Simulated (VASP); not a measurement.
A run of VASP 6.6.1 is set up as follows.

The input INCAR:

```
PREC = Accurate
ENCUT = 520
EDIFF = 1E-6
ISMEAR = 0
SIGMA = 0.03
LREAL = F
LASPH = T
NELM = 60
ALGO = Normal
ISIF = 2
LWAVE = F
LCHARG = F
GGA = PE
NBANDS = 17
```

The input KPOINTS:

```
Automatic mesh
0
Gamma
  10 10 10
```

POSCAR

```
PbS
1.0
    0.0000000000      3.1039102500      3.1039102500
    2.9650000000      0.1389102500      2.9650000000
    2.9650000000      2.9650000000      0.1389102500
Pb S
1 1
Direct
    0.0000000000      0.0000000000      0.0000000000
    0.5000000000      0.5000000000      0.5000000000
```

Potentials or basis: VASP PAW PBE potentials, release 64 (Pb_d, S).

The run is started by

```console
$ cat potpaw_PBE.64/Pb_d/POTCAR potpaw_PBE.64/S/POTCAR > POTCAR
$ mpirun -np 1 vasp_std > vasp.out
```

Problem. What does it give for the band gap on the k mesh?

Solution. Zero (band 10 reaches 6.02 eV, above the bottom of band 11 at 5.90 eV).

Problem. Predict the pressure.

Solution. 2.1 GPa.

Stress tensor (GPa, compression positive):
```
 1.97  0.00  0.00
 0.00  2.20 -1.78
 0.00 -1.78  2.20
```

Caveat: the cell differs from its parent crystal (strain +0.0937 x Voigt [0, 0, 0, 1, 0, 0]); spin-orbit coupling is left out, which moves the levels of the heavy elements.
